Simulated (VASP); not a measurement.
# ZnSe (F-43m) in VASP: further runs

Runs on ZnSe. Level: PBE. Tasks: single point.

Program: VASP 6.6.1. These are calculated values, not measurements. Logs are shortened: lines on timing, memory, paths and dates and some standing lists are left out, and cuts for length are marked.

### 1 The cell of the first run

The structure is cubic, space group F-43m (No. 216). Conventional cell: a = 5.733 Å, b = 5.733 Å, c = 5.733 Å, α = 90.00°, β = 90.00°, γ = 90.00°. Within 3.3 Å of Zn (site symmetry -43m) lie 4 Se at 2.48 Å. Se (site symmetry -43m) has 4 Zn at 2.48 Å within 3.3 Å.

### 2 Single point, PBE

The input, INCAR:

```
SYSTEM = ZnSe
PREC = Accurate
ENCUT = 500
EDIFF = 1E-6
ISMEAR = 0
SIGMA = 0.05
LREAL = .FALSE.
LASPH = .TRUE.
NELM = 120
ALGO = Normal
ISIF = 2
LWAVE = .FALSE.
LCHARG = .FALSE.
GGA = PE
NBANDS = 16
GGA_COMPAT = .FALSE.
```

The input, KPOINTS:

```
regular mesh
0
G
  6 6 6
  0 0 0
```

The input, POSCAR:

```
ZnSe
1.0
    0.0000000000      2.8665690341      2.8665690341
    2.8665690341      0.0000000000      2.8665690341
    2.8665690341      2.8665690341      0.0000000000
Zn Se
1 1
Direct
    0.0000000000      0.0000000000      0.0000000000
    0.2500000000      0.2500000000      0.2500000000
```

Potentials or basis: VASP PAW PBE potentials, release 64 (Zn, Se).

Command:

```
$ cat potpaw_PBE.64/Zn/POTCAR potpaw_PBE.64/Se/POTCAR > POTCAR
$ mpirun -np 1 vasp_std > vasp.out
```

OUTCAR:

```text
SYSTEM = ZnSe
   PREC = Accurate
   ENCUT = 500
   EDIFF = 1E-6
   ISMEAR = 0
   LREAL = .FALSE.
   LASPH = .TRUE.
   NELM = 120
   ISIF = 2
   GGA = PE

 ion  position               nearest neighbor table
   1  0.000  0.000  0.000-   2 2.48   2 2.48   2 2.48   2 2.48
   2  0.250  0.250  0.250-   1 2.48   1 2.48   1 2.48   1 2.48

  LATTYP: Found a face centered cubic cell.
 ALAT       =     5.7331380682

  Lattice vectors:

 A1 = (   0.0000000000,   2.8665690341,   2.8665690341)
 A2 = (   2.8665690341,   0.0000000000,   2.8665690341)
 A3 = (   2.8665690341,   2.8665690341,   0.0000000000)

Analysis of symmetry for initial positions (statically):
=====================================================================
 Subroutine PRICEL returns:
 Original cell was already a primitive cell.

 Routine SETGRP: Setting up the symmetry group for a
 face centered cubic supercell.

 Subroutine GETGRP returns: Found 24 space group operations
 (whereof 24 operations were pure point group operations)
 out of a pool of 48 trial point group operations.

The static configuration has the point symmetry T_d .

Analysis of symmetry for dynamics (positions and initial velocities):
=====================================================================
 Subroutine PRICEL returns:
 Original cell was already a primitive cell.

 Routine SETGRP: Setting up the symmetry group for a
 face centered cubic supercell.

 Subroutine GETGRP returns: Found 24 space group operations
 (whereof 24 operations were pure point group operations)
 out of a pool of 48 trial point group operations.

The dynamic configuration has the point symmetry T_d .

 Subroutine INISYM returns: Found 24 space group operations
 (whereof 24 operations are pure point group operations),
 and found     1 'primitive' translations

----------------------------------------------------------------------------------------

                                     Primitive cell

  volume of cell :      47.1104

  direct lattice vectors                    reciprocal lattice vectors
     0.000000000  2.866569034  2.866569034    -0.174424545  0.174424545  0.174424545
     2.866569034  0.000000000  2.866569034     0.174424545 -0.174424545  0.174424545
     2.866569034  2.866569034  0.000000000     0.174424545  0.174424545 -0.174424545

  length of vectors
[... 71 lines left out ...]
   ENCUT  =  500.0 eV  36.75 Ry    6.06 a.u.   7.39  7.39  7.39*2*pi/ulx,y,z
   NELM   =    120;   NELMIN=  2; NELMDL= -5     # of ELM steps
   EDIFF  = 0.1E-05   stopping-criterion for ELM
   LREAL  =      F    real-space projection
   EDIFFG = 0.1E-04   stopping-criterion for IOM
   NSW    =      0    number of steps for IOM
   IBRION =     -1    ionic relax: 0-MD 1-quasi-New 2-CG
   NFREE  =      0    steps in history (QN), initial steepest desc. (CG)
   ISIF   =      2    stress and relaxation
   ISYM   =      2    0-nonsym 1-usesym 2-fastsym
   POTIM  = 0.5000    time-step for ionic-motion
   TEBEG  =    0.0;   TEEND  =   0.0 temperature during run
   PSTRESS=    0.0 pullay stress
   NELECT =      18.0000    total number of electrons
   NUPDOWN=      -1.0000    fix difference up-down
   EMIN   =  10.00;   EMAX   =-10.00  energy-range for DOS
   EFERMI =   0.00;   METHOD = LEGACY
   ISMEAR =     0;   SIGMA  =   0.05  broadening in eV -4-tet -1-fermi 0-gaus
   EFERMI_NEDOS =   21; number of points for ismear=-14 and -15
   IALGO  =     38    algorithm
   IMIX   =      4    mixing-type and parameters
     AMIX     =   0.40;   BMIX     =  1.00
     AMIX_MAG =   1.60;   BMIX_MAG =  1.00
  volume/ion in A,a.u.               =      23.56       158.96
  Fermi-wavevector in a.u.,A,eV,Ry     =   1.187937  2.244875 19.200451  1.411193
  Thomas-Fermi vector in A             =   2.324077
   LORBIT       =      0    0 simple, 1 ext, 2 COOP (PROOUT), +10 PAW based schemes
   GGA     = PE    functional components
   LHFCALC =     F    Hartree Fock is set to
   AEXX    =    0.0000 exact exchange contribution
   IVDW    =     0    specifies the selected vdW correction
   LEPSILON=     F    determine dielectric tensor
   LRPA    =     F    only Hartree local field effects (RPA)
 non-spin polarized calculation
 Gauss-broadening in eV      SIGMA  =   0.05
  energy-cutoff  :      500.00
  volume of cell :       47.11
 maximum number of plane-waves:      1243
 NGX is ok and might be reduce to    30
   NGX = 15   NGY = 15   NGZ = 15

 number of electron      18.0000017 magnetization

 Free energy of the ion-electron system (eV)
  ---------------------------------------------------
  ext. energy  EPLUGINS =         0.00000000
  ---------------------------------------------------
  free energy    TOTEN  =        -6.02734355 eV

  energy without entropy =       -6.02734355  energy(sigma->0) =       -6.02734355

 E-fermi :   1.5492     XC(G=0):  -9.1634

 val. band max:        1.3269223885   @ k =   0.0000   0.0000   0.0000
 cond. band min:       2.4782486156   @ k =   0.0000   0.0000   0.0000
 fundamental gap:      1.1513262270
 Fermi energy:         1.5491814353

 k-point     1 :       0.0000    0.0000    0.0000
  band No.  band energies     occupation
      1     -11.7164      2.00000
      2      -5.1030      2.00000
      3      -5.1030      2.00000
      4      -5.1030      2.00000
      5      -4.7642      2.00000
      6      -4.7642      2.00000
[... 281 lines left out ...]
      3      -4.9052      2.00000
      4      -4.8357      2.00000
      5      -4.7503      2.00000
      6      -4.5159      2.00000
[... 8 lines left out ...]
     15      14.8953      0.00000
     16      15.3212      0.00000

------------------------ aborting loop because EDIFF is reached ----------------------------------------

  FORCE on cell =-STRESS in cart. coord.  units (eV):
  Direction    XX          YY          ZZ          XY          YZ          ZX
  --------------------------------------------------------------------------------------
  -------------------------------------------------------------------------------------
  Total        0.0637495      0.0637495      0.0637495      0.0000000     -0.0000000      0.0000000
  in kB        2.1680533      2.1680533      2.1680533      0.0000000     -0.0000000      0.0000000
  external PRESSURE =       2.1680533 kB  Pullay stress =       0.0000000 kB

 VOLUME and BASIS-vectors are now :
 -----------------------------------------------------------------------------
  energy-cutoff  :      500.00
  volume of cell :       47.11
      direct lattice vectors                 reciprocal lattice vectors
     0.000000000  2.866569034  2.866569034    -0.174424545  0.174424545  0.174424545
     2.866569034  0.000000000  2.866569034     0.174424545 -0.174424545  0.174424545
     2.866569034  2.866569034  0.000000000     0.174424545  0.174424545 -0.174424545

 POSITION                                       TOTAL-FORCE (eV/Angst)
 -----------------------------------------------------------------------------------
      0.00000      0.00000      0.00000         0.000000     -0.000000     -0.000000
      1.43328      1.43328      1.43328        -0.000000      0.000000      0.000000
 -----------------------------------------------------------------------------------
    total drift:                               -0.000000     -0.000000     -0.000001

  FREE ENERGIE OF THE ION-ELECTRON SYSTEM (eV)
  ---------------------------------------------------
  free  energy   TOTEN  =        -6.0273435481 eV

  energy  without entropy=       -6.0273435481  energy(sigma->0) =       -6.02734355
```

OSZICAR:

```text
N       E                     dE             d eps       ncg     rms          rms(c)
DAV:   1     0.829265605446E+02    0.82927E+02   -0.84834E+03   512   0.124E+03
DAV:   2    -0.113143818465E+01   -0.84058E+02   -0.79461E+02   576   0.238E+02
DAV:   3    -0.627839048953E+01   -0.51470E+01   -0.51250E+01   616   0.582E+01
DAV:   4    -0.631867207593E+01   -0.40282E-01   -0.40278E-01   672   0.566E+00
DAV:   5    -0.631886502049E+01   -0.19294E-03   -0.19294E-03   608   0.341E-01    0.446E+00
DAV:   6    -0.604549817936E+01    0.27337E+00   -0.53211E-01   744   0.231E+01    0.343E+00
DAV:   7    -0.602708137151E+01    0.18417E-01   -0.15149E-01   552   0.340E+00    0.146E+00
DAV:   8    -0.602696564263E+01    0.11573E-03   -0.42239E-03   688   0.608E-01    0.438E-01
DAV:   9    -0.602723750480E+01   -0.27186E-03   -0.10611E-03   576   0.245E-01    0.684E-02
DAV:  10    -0.602733916856E+01   -0.10166E-03   -0.15329E-04   632   0.955E-02    0.172E-02
DAV:  11    -0.602734218351E+01   -0.30149E-05   -0.28829E-05   592   0.453E-02    0.506E-03
DAV:  12    -0.602734346257E+01   -0.12791E-05   -0.39093E-06   664   0.134E-02    0.340E-03
DAV:  13    -0.602734354809E+01   -0.85513E-07   -0.63942E-07   464   0.625E-03
   1 F= -.60273435E+01 E0= -.60273435E+01  d E =-.102697E-11
```

Wall time 28 s (1 thread of Intel Xeon 8259CL, shared host); peak memory 0.17 GiB.

What came out:

```yaml
Free_energy: -6.0273 eV
Pressure: 0.2 GPa
Band_gap_on_the_k_mesh: 1.15 eV, direct
```

### 3 Single point, PBE (volume scaled by 1.000 of the coarse rest volume)

The input, INCAR:

```
PREC = Accurate
ENCUT = 500
EDIFF = 1E-6
ISMEAR = 0
SIGMA = 0.02
LREAL = False
LASPH = True
NELM = 120
ALGO = Normal
ISIF = 2
LWAVE = False
LCHARG = False
GGA = PE
NBANDS = 16
GGA_COMPAT = False
```

The input, KPOINTS:

```
Automatic mesh
0
Gamma
  6 6 6
```

The input, POSCAR:

```
ZnSe
1.0
    0.0000000000      2.8666000000      2.8666000000
    2.8666000000      0.0000000000      2.8666000000
    2.8666000000      2.8666000000      0.0000000000
Zn Se
1 1
Direct
    0.0000000000      0.0000000000      0.0000000000
    0.2500000000      0.2500000000      0.2500000000
```

Potentials or basis: VASP PAW PBE potentials, release 64 (Zn, Se).

Command:

```
$ cat potpaw_PBE.64/Zn/POTCAR potpaw_PBE.64/Se/POTCAR > POTCAR
$ mpirun -np 1 vasp_std > vasp.out
```

It took 28 s on 1 thread of Intel Xeon 8259CL, shared host; peak memory 0.17 GiB.

It converged, with:

| Quantity | Value |
| --- | --- |
| Free energy | -6.0273 eV |
| Pressure | 0.2 GPa |
| Band gap on the k mesh | 1.15 eV, direct |

Levels at points of the mesh, in eV from the valence-band top:
```tsv
k point	band 5	band 6	band 7	band 8	band 9	band 10	band 11	band 12	band 13	band 14
(0.00, 0.00, 0.00)	-6.09	-6.09	0.00	0.00	0.00	1.15	5.81	5.81	5.81	9.79
(0.50, 0.00, 0.00)	-6.07	-5.94	-5.01	-0.82	-0.82	2.48	6.38	6.38	8.48	10.81
(0.50, 0.50, 0.00)	-6.05	-5.92	-4.61	-2.07	-2.07	3.06	3.45	10.49	11.01	11.01
```

Caveat: the cell differs from its parent crystal (volume scaled by 1.000 of the coarse rest volume).

### 4 Single point, PBE

This run uses another cell than the first one, of 24.34 Å³/atom, 1.033 times its volume.

The input, INCAR:

```
SYSTEM = ZnSe
PREC = Accurate ; ENCUT = 500
EDIFF = 1E-6 ; ISMEAR = 0
SIGMA = 0.05 ; LREAL = .False.
LASPH = .True. ; NELM = 120
ALGO = Normal ; ISIF = 2
LWAVE = .False. ; LCHARG = .False.
GGA = PE ; NBANDS = 16
GGA_COMPAT = .False.
```

The input, KPOINTS:

```
Automatic mesh
0
Gamma
  6 6 6
  0 0 0
```

The input, POSCAR:

```
ZnSe
1.0
    0.0000000000      2.8980197584      2.8980197584
    2.8980197584      0.0000000000      2.8980197584
    2.8980197584      2.8980197584      0.0000000000
Zn Se
1 1
Direct
    0.0000000000      0.0000000000      0.0000000000
    0.2500000000      0.2500000000      0.2500000000
```

Command:

```
$ cat potpaw_PBE.64/Zn/POTCAR potpaw_PBE.64/Se/POTCAR > POTCAR
$ mpirun -np 1 vasp_std > vasp.out
```

It took 27 s on 1 thread of Intel Xeon 8259CL, shared host; peak memory 0.17 GiB.

Results (log left out):

```
Free energy            : -6.0206 eV
Pressure               : -1.5 GPa
Band gap on the k mesh : 1.02 eV, direct
```

Levels at points of the mesh, in eV from the valence-band top:
```tsv
k point	band 5	band 6	band 7	band 8	band 9	band 10	band 11	band 12	band 13	band 14
(0.00, 0.00, 0.00)	-6.02	-6.02	0.00	0.00	0.00	1.02	5.81	5.81	5.81	9.67
(0.50, 0.00, 0.00)	-6.00	-5.88	-4.82	-0.77	-0.77	2.42	6.38	6.38	8.37	10.67
(0.50, 0.50, 0.00)	-5.98	-5.86	-4.47	-1.96	-1.96	3.13	3.44	10.27	10.79	10.79
```

PBE gaps usually lie below the measured ones, often by a third to a half.

### 5 Summary

| cell | smearing | gap on the mesh (eV) | pressure (GPa) |
| --- | --- | --- | --- |
| a = 4.054 Å, angles 60.0°, 2 atoms | gaussian 0.05 eV | 1.15 | 0.2 |
| a = 4.054 Å, angles 60.0°, 2 atoms | gaussian 0.02 eV | 1.15 | 0.2 |
| a = 4.098 Å, angles 60.0°, 2 atoms | gaussian 0.05 eV | 1.02 | -1.5 |

Alike in all rows: task single point; level PBE; potentials or basis VASP PAW PBE potentials, release 64 (Zn, Se); no spin polarisation; k mesh 6 × 6 × 6; cutoff (eV) 500.

Total energies depend on the potentials used, so only differences within one code and one set of settings carry meaning.
